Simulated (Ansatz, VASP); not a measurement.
**BeS: VASP beside Ansatz**

```xyz
4
Lattice="3.2669 0.0000 0.0000 -1.6334 2.8292 0.0000 0.0000 0.0000 5.2021" Properties=species:S:1:pos:R:3 pbc="T T T"
Be    0.0000    0.0000    0.0000
Be    0.0000    0.0000    2.6011
S     0.0000    1.8861    1.3005
S     1.6334    0.9431    3.9016
```

Alike in both runs: task single point; functional r2SCAN; k mesh 9 × 9 × 4; no spin polarisation.

|  | VASP | Ansatz |
| --- | --- | --- |
| version | VASP 6.6.1 | Ansatz 0.2.0 |
| potentials or method | VASP PAW PBE potentials, release 64 (Be, S) | plane waves, PAW |
| plane-wave cutoff (eV) | 520 | 500 |
| occupations | gaussian, width 0.01 eV | fixed |
| valence electrons in the cell | 16 | 16 |

|  | VASP | Ansatz | Ansatz less VASP |
| --- | --- | --- | --- |
| gap on the k mesh at the Fermi level (eV) | 1.78 | 1.78 | -0.006 |
| pressure (GPa) | 3.6 | 3.6 | +0.06 |
| traceless stress, the component that is largest in VASP (GPa) | -0.08 | -0.06 | +0.015 |

VASP's potentials were made for PBE, not for r2SCAN.
